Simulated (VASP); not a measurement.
CdSe: single point with PBE

Crystal: CdSe.

```xyz
4
Lattice="4.3000 0.0000 0.0000 -2.1500 3.7239 0.0000 0.0000 0.0000 7.0200" Properties=species:S:1:pos:R:3 pbc="T T T"
Cd    2.1500    1.2413    3.5100
Cd    0.0000    2.4826    0.0000
Se    2.1500    1.2413    6.2127
Se    0.0000    2.4826    2.7027
```

```yaml
Program: VASP 6.6.1
Task: single point
Functional: PBE
Potentials_or_basis: VASP PAW PBE potentials, release 64 (Cd, Se)
Cutoff: 500 eV
k_mesh: 8 × 8 × 5
Occupations: fermi-dirac, width 0.1 eV
Spin: non-collinear spin, zero start, spin-orbit coupling
Starting_moments: "[[0.0, 0.0, 0.0], [0.0, 0.0, 0.0], [0.0, 0.0, 0.0], [0.0, 0.0, 0.0]] μB"
```

The pressure is 3.3 GPa, the largest force is 0.291 eV/Å and the net moment is 0.00 μB per cell. The valence electrons inside the program's atomic spheres are Cd 10.32; Se 3.87.

Forces in eV/Å, atoms in the order of the input:
```
Cd   0.000  0.000  0.291
Cd   0.000  0.000  0.291
Se   0.000  0.000 -0.291
Se   0.000  0.000 -0.291
```

Stress tensor (GPa, compression positive):
```
4.02 0.00 0.00
0.00 4.02 0.00
0.00 0.00 1.93
```

Moments on the atoms (μB; x, y, z):
```
Cd  0.00 0.00 0.00
Cd  0.00 0.00 0.00
Se  0.00 0.00 0.00
Se  0.00 0.00 0.00
```

It took 9.4 min on 1 thread of Intel(R) Xeon(R) Platinum 8259CL CPU @ 2.50GHz (Skylake/Cascade Lake) (shared host), peak memory 0.66 GiB.

Caveat: the cell stands under pressure.
